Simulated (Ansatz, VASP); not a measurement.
**Cu in VASP and in Ansatz**

```
CELL_PARAMETERS angstrom
0.00000 1.81459 1.81459
1.81459 0.00000 1.81459
1.81459 1.81459 0.00000
ATOMIC_POSITIONS crystal
Cu 0.00000 0.00000 0.00000
```

Alike in both runs: task relaxation of cell and atoms; functional PBE; k mesh 19 × 19 × 19; occupations fermi-dirac, width 0.08 eV; no spin polarisation.

```csv
,VASP,Ansatz
version,VASP 6.6.1,Ansatz 0.2.0
potentials or method,"VASP PAW PBE potentials, release 64 (Cu)","PAW with Ansatz's default frozen-core files, scalar-relativistic"
plane-wave cutoff (eV),600,420
valence electrons in the cell,11,19
```

```csv
,VASP,Ansatz,Ansatz less VASP
relaxed volume (Å³/atom),12.00,11.95,-0.051
relaxed cell length with the largest relative difference (Å),2.570,2.566,-0.0036
```

VASP's potentials hold 11 valence electrons a cell and Ansatz's 19, so a difference there can come from the potentials and not from the codes.
